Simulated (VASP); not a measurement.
# ZnS (P2_1) in VASP: single point with PBEsol

Aim: the single point of ZnS with PBEsol.

Program: VASP 6.6.1. These are calculated values, not measurements. Logs are shortened: lines on timing, memory, paths and dates and some standing lists are left out, and cuts for length are marked.

## 1. The cell of the first run

The structure is monoclinic, space group P2_1 (No. 4). The conventional cell has a = 3.781 Å, b = 6.209 Å, c = 3.781 Å, α = 90.00°, β = 120.00°, γ = 90.00°. Zn (site symmetry 1) has 4 S at 2.30 to 2.34 Å within 3.0 Å. S (site symmetry 1) has 4 Zn at 2.30 to 2.34 Å within 3.0 Å.

## 2. Single point, PBEsol (atoms displaced along several vibrational modes)

Input file INCAR:

```
ALGO     = Normal         # electronic algorithm
EDIFF    = 1E-6           # SCF threshold, eV
ENCUT    = 520            # plane-wave cutoff, eV
GGA      = PS             # functional
ISIF     = 2              # what is computed and relaxed
ISMEAR   = 0              # smearing method
LASPH    = T              # aspherical terms in the spheres
LCHARG   = F              # write CHGCAR
LREAL    = F              # projectors in reciprocal space
LWAVE    = F              # write WAVECAR
NBANDS   = 26             # bands
NELM     = 80             # most SCF steps
PREC     = Accurate       # precision mode
SIGMA    = 0.05           # smearing width, eV
```

Input file KPOINTS:

```
k-points
0
Gamma
  9 9 6
```

Input file POSCAR:

```
ZnS
1.0
    3.7814465092      0.0000000000      0.0000000000
   -1.8907232546      3.2748287400      0.0000000000
    0.0000000000      0.0000000000      6.2087146531
Zn S
2 2
Direct
    0.3223240546      0.6967445754      0.0054424479
    0.6776759454      0.3032554246      0.5054424479
    0.3425406679      0.6415117609      0.3795575521
    0.6574593321      0.3584882391      0.8795575521
```

Potentials or basis: VASP PAW PBE potentials, release 64 (Zn, S).

The run is started by

```bash
> cat potpaw_PBE.64/Zn/POTCAR potpaw_PBE.64/S/POTCAR > POTCAR
> mpirun -np 1 vasp_std > vasp.out
```

OUTCAR:

```text
EDIFF = 1E-6
   ENCUT = 520
   GGA = PS
   ISIF = 2
   ISMEAR = 0
   LASPH = T
   LREAL = F
   NELM = 80
   PREC = Accurate

 ion  position               nearest neighbor table
   1  0.322  0.697  0.005-   4 2.30   4 2.31   3 2.34   4 2.34
   2  0.678  0.303  0.505-   3 2.30   3 2.31   4 2.34   3 2.34
   3  0.343  0.642  0.380-   2 2.30   2 2.31   1 2.34   2 2.34
   4  0.657  0.358  0.880-   1 2.30   1 2.31   2 2.34   1 2.34

  LATTYP: Found a hexagonal cell.
 ALAT       =     3.7814465092
 C/A-ratio  =     1.6418887952

  Lattice vectors:

 A1 = (   3.7814465092,   0.0000000000,   0.0000000000)
 A2 = (  -1.8907232546,   3.2748287400,   0.0000000000)
 A3 = (   0.0000000000,   0.0000000000,   6.2087146531)

Analysis of symmetry for initial positions (statically):
=====================================================================
 Subroutine PRICEL returns:
 Original cell was already a primitive cell.

 Routine SETGRP: Setting up the symmetry group for a
 hexagonal supercell.

 Subroutine GETGRP returns: Found  2 space group operations
 (whereof  1 operations were pure point group operations)
 out of a pool of 24 trial point group operations.

The static configuration has the point symmetry C_1 .
 The point group associated with its full space group is C_2 .

Analysis of symmetry for dynamics (positions and initial velocities):
=====================================================================
 Subroutine PRICEL returns:
 Original cell was already a primitive cell.

 Routine SETGRP: Setting up the symmetry group for a
 hexagonal supercell.

 Subroutine GETGRP returns: Found  2 space group operations
 (whereof  1 operations were pure point group operations)
 out of a pool of 24 trial point group operations.

The dynamic configuration has the point symmetry C_1 .
 The point group associated with its full space group is C_2 .

 Subroutine INISYM returns: Found  2 space group operations
 (whereof  1 operations are pure point group operations),
 and found     1 'primitive' translations

----------------------------------------------------------------------------------------

                                     Primitive cell

  volume of cell :      76.8862

  direct lattice vectors                    reciprocal lattice vectors
     3.781446509  0.000000000  0.000000000     0.264449067  0.152679740  0.000000000
    -1.890723255  3.274828740  0.000000000     0.000000000  0.305359480  0.000000000
     0.000000000  0.000000000  6.208714653     0.000000000  0.000000000  0.161063933

  length of vectors
     3.781446509  3.781446509  6.208714653     0.305359480  0.305359480  0.161063933

  position of ions in fractional coordinates (direct lattice)
     0.322324055  0.696744575  0.005442448
     0.677675945  0.303255425  0.505442448
     0.342540668  0.641511761  0.379557552
     0.657459332  0.358488239  0.879557552

  ion indices of the primitive-cell ions
   primitive index   ion index
                 1           1
                 2           2
                 3           3
                 4           4

----------------------------------------------------------------------------------------

 KPOINTS: k-points

Automatic generation of k-mesh.
 Grid dimensions read from file:
 generate k-points for:    9    9    6

 Generating k-lattice:

  Cartesian coordinates                     Fractional coordinates (reciprocal lattice)
     0.029383230  0.016964416  0.000000000     0.111111111  0.000000000  0.000000000
     0.000000000  0.033928831  0.000000000     0.000000000  0.111111111  0.000000000
     0.000000000  0.000000000  0.026843989     0.000000000  0.000000000  0.166666667

  Length of vectors
     0.033928831  0.033928831  0.026843989

  Shift w.r.t. Gamma in fractional coordinates (k-lattice)
     0.000000000  0.000000000  0.000000000

 Subroutine IBZKPT returns following result:
 ===========================================

 Found    164 irreducible k-points:

 Following reciprocal coordinates:
            Coordinates               Weight
  0.000000  0.000000  0.000000      1.000000
  0.111111  0.000000  0.000000      2.000000
  0.000000  0.111111  0.000000      2.000000
 -0.111111  0.111111  0.000000      2.000000
  0.222222  0.000000  0.000000      2.000000
  0.000000  0.222222  0.000000      2.000000
[... 16 lines left out ...]
  0.333333  0.111111  0.000000      2.000000
 -0.111111  0.444444  0.000000      2.000000
 [... further k-points ...]
   k-points           NKPTS =    164   k-points in BZ     NKDIM =    164   number of bands    NBANDS=     26
   number of dos      NEDOS =    301   number of ions     NIONS =      4
   total plane-waves  NPLWV =  37632
   dimension x,y,z NGX =    28 NGY =   28 NGZ =   48
   dimension x,y,z NGXF=    56 NGYF=   56 NGZF=   96
   ions per type =               2   2
   NGX,Y,Z   is equivalent  to a cutoff of  12.31, 12.31, 12.85 a.u.
   NGXF,Y,Z  is equivalent  to a cutoff of  24.62, 24.62, 25.71 a.u.
 SYSTEM =  unknown system
   PREC   = accura    normal or accurate (medium, high low for compatibility)
   ISTART =      0    job   : 0-new  1-cont  2-samecut
   ICHARG =      2    charge: 1-file 2-atom 10-const
   ISPIN  =      1    spin polarized calculation?
   LNONCOLLINEAR =      F non collinear calculations
   LSORBIT =      F    spin-orbit coupling
   LASPH  =      T    aspherical Exc in radial PAW
   ENCUT  =  520.0 eV  38.22 Ry    6.18 a.u.   7.03  7.03 11.54*2*pi/ulx,y,z
   NELM   =     80;   NELMIN=  2; NELMDL= -5     # of ELM steps
   EDIFF  = 0.1E-05   stopping-criterion for ELM
   LREAL  =      F    real-space projection
   EDIFFG = 0.1E-04   stopping-criterion for IOM
   NSW    =      0    number of steps for IOM
   IBRION =     -1    ionic relax: 0-MD 1-quasi-New 2-CG
   NFREE  =      0    steps in history (QN), initial steepest desc. (CG)
   ISIF   =      2    stress and relaxation
   ISYM   =      2    0-nonsym 1-usesym 2-fastsym
   POTIM  = 0.5000    time-step for ionic-motion
   TEBEG  =    0.0;   TEEND  =   0.0 temperature during run
   PSTRESS=    0.0 pullay stress
   NELECT =      36.0000    total number of electrons
   NUPDOWN=      -1.0000    fix difference up-down
   EMIN   =  10.00;   EMAX   =-10.00  energy-range for DOS
   EFERMI =   0.00;   METHOD = LEGACY
   ISMEAR =     0;   SIGMA  =   0.05  broadening in eV -4-tet -1-fermi 0-gaus
   EFERMI_NEDOS =   21; number of points for ismear=-14 and -15
   IALGO  =     38    algorithm
   IMIX   =      4    mixing-type and parameters
     AMIX     =   0.40;   BMIX     =  1.00
     AMIX_MAG =   1.60;   BMIX_MAG =  1.00
  volume/ion in A,a.u.               =      19.22       129.71
  Fermi-wavevector in a.u.,A,eV,Ry     =   1.271236  2.402288 21.987579  1.616041
  Thomas-Fermi vector in A             =   2.404180
   LORBIT       =      0    0 simple, 1 ext, 2 COOP (PROOUT), +10 PAW based schemes
   GGA     = PS    functional components
   LHFCALC =     F    Hartree Fock is set to
   AEXX    =    0.0000 exact exchange contribution
   IVDW    =     0    specifies the selected vdW correction
   LEPSILON=     F    determine dielectric tensor
   LRPA    =     F    only Hartree local field effects (RPA)
 non-spin polarized calculation
 Gauss-broadening in eV      SIGMA  =   0.05
  energy-cutoff  :      520.00
  volume of cell :       76.89
 maximum number of plane-waves:      2087
   NGX = 15   NGY = 15   NGZ = 23

 number of electron      36.0000060 magnetization

 Free energy of the ion-electron system (eV)
  ---------------------------------------------------
  ext. energy  EPLUGINS =         0.00000000
  ---------------------------------------------------
  free energy    TOTEN  =       -15.13764508 eV

  energy without entropy =      -15.13764508  energy(sigma->0) =      -15.13764508

 E-fermi :   2.5135     XC(G=0):  -9.9711

 val. band max:        2.3039343397   @ k =   0.0000   0.0000   0.0000
 cond. band min:       4.4135837487   @ k =   0.0000   0.0000   0.0000
 fundamental gap:      2.1096494090
 Fermi energy:         2.5134806061

 k-point     1 :       0.0000    0.0000    0.0000
  band No.  band energies     occupation
      1     -11.0796      2.00000
      2     -10.0782      2.00000
      3      -4.2260      2.00000
      4      -4.2146      2.00000
      5      -4.1553      2.00000
      6      -4.1060      2.00000
[... 18 lines left out ...]
     25      10.0966      0.00000
     26      11.2568      0.00000

 k-point     2 :       0.1111    0.0000    0.0000
  band No.  band energies     occupation
      1     -10.9916      2.00000
      2     -10.0276      2.00000
      3      -4.2282      2.00000
      4      -4.1982      2.00000
      5      -4.1445      2.00000
      6      -4.0917      2.00000
[... 18 lines left out ...]
     25      10.3270      0.00000
     26      10.7738      0.00000

 k-point     3 :       0.0000    0.1111    0.0000
  band No.  band energies     occupation
      1     -10.9917      2.00000
      2     -10.0268      2.00000
      3      -4.2317      2.00000
      4      -4.2007      2.00000
      5      -4.1399      2.00000
      6      -4.0810      2.00000
[... 18 lines left out ...]
     25      10.3635      0.00000
     26      10.6644      0.00000

 k-point     4 :      -0.1111    0.1111    0.0000
  band No.  band energies     occupation
      1     -10.9906      2.00000
      2     -10.0301      2.00000
      3      -4.2106      2.00000
      4      -4.1971      2.00000
      5      -4.1615      2.00000
      6      -4.1021      2.00000
[... 18 lines left out ...]
     25      10.1412      0.00000
     26      10.9655      0.00000
[... 496 lines left out ...]
      1     -10.5343      2.00000
      2      -9.8202      2.00000
      3      -4.2044      2.00000
      4      -4.1295      2.00000
      5      -4.1013      2.00000
      6      -4.0178      2.00000
[... 18 lines left out ...]
     25      10.5170      0.00000
     26      11.1173      0.00000

 k-point    23 :       0.3333    0.1111    0.0000
  band No.  band energies     occupation
      1     -10.2304      2.00000
      2      -9.7219      2.00000
      3      -4.1641      2.00000
      4      -4.0985      2.00000
      5      -4.0628      2.00000
      6      -3.9011      2.00000
[... 18 lines left out ...]
     25      11.4331      0.00000
     26      11.8961      0.00000

 k-point    24 :      -0.1111    0.4444    0.0000
  band No.  band energies     occupation
      1     -10.2292      2.00000
      2      -9.7217      2.00000
      3      -4.1832      2.00000
      4      -4.0940      2.00000
      5      -4.0310      2.00000
      6      -3.9332      2.00000
[... 18 lines left out ...]
     25      11.3029      0.00000
     26      11.8118      0.00000

 [... further k-points ...]

------------------------ aborting loop because EDIFF is reached ----------------------------------------

  FORCE on cell =-STRESS in cart. coord.  units (eV):
  Direction    XX          YY          ZZ          XY          YZ          ZX
  --------------------------------------------------------------------------------------
  -------------------------------------------------------------------------------------
  Total        0.1730967     -0.0068347     -0.1489696     -0.0556179      0.0000000      0.0000000
  in kB        3.6070412     -0.1424236     -3.1042736     -1.1589820      0.0000000      0.0000000
  external PRESSURE =       0.1201146 kB  Pullay stress =       0.0000000 kB

 VOLUME and BASIS-vectors are now :
 -----------------------------------------------------------------------------
  energy-cutoff  :      520.00
  volume of cell :       76.89
      direct lattice vectors                 reciprocal lattice vectors
     3.781446509  0.000000000  0.000000000     0.264449067  0.152679740  0.000000000
    -1.890723255  3.274828740  0.000000000     0.000000000  0.305359480  0.000000000
     0.000000000  0.000000000  6.208714653     0.000000000  0.000000000  0.161063933

 POSITION                                       TOTAL-FORCE (eV/Angst)
 -----------------------------------------------------------------------------------
     -0.09850      2.28172      0.03379         0.101799     -0.116065      0.052591
      1.98922      0.99311      3.13815        -0.101799      0.116065      0.052591
      0.08238      2.10084      2.35656        -0.057678      0.049195     -0.052591
      1.80835      1.17399      5.46092         0.057678     -0.049195     -0.052591
 -----------------------------------------------------------------------------------
    total drift:                               -0.000000     -0.000000     -0.000886

  FREE ENERGIE OF THE ION-ELECTRON SYSTEM (eV)
  ---------------------------------------------------
  free  energy   TOTEN  =       -15.1376450814 eV

  energy  without entropy=      -15.1376450814  energy(sigma->0) =      -15.13764508
```

It took 6.5 min on 1 thread of Intel Xeon 8259CL, shared host; peak memory 0.38 GiB.

Results:

| Property | Result |
| --- | --- |
| Free energy | -15.1376 eV |
| Pressure | 0.0 GPa |
| Largest force | 0.163 eV/Å |
| Band gap on the k mesh | 2.11 eV |

Forces in eV/Å, atoms in the order of the input:
```
Zn   0.102 -0.116  0.053
Zn  -0.102  0.116  0.053
S   -0.058  0.049 -0.053
S    0.058 -0.049 -0.053
```

Levels at points of the mesh, in eV from the valence-band top:
```csv
k point,band 15,band 16,band 17,band 18,band 19,band 20,band 21,band 22
"(0.00, 0.00, 0.00)",-0.91,-0.10,-0.09,0.00,2.11,3.03,5.95,6.39
"(0.00, 0.00, 0.50)",-0.54,-0.54,-0.49,-0.49,3.47,3.47,6.47,6.47
```

Caveat: the cell differs from its parent crystal (atoms displaced along several vibrational modes); the PAW data sets were made with another functional, which shifts forces and pressure a little.
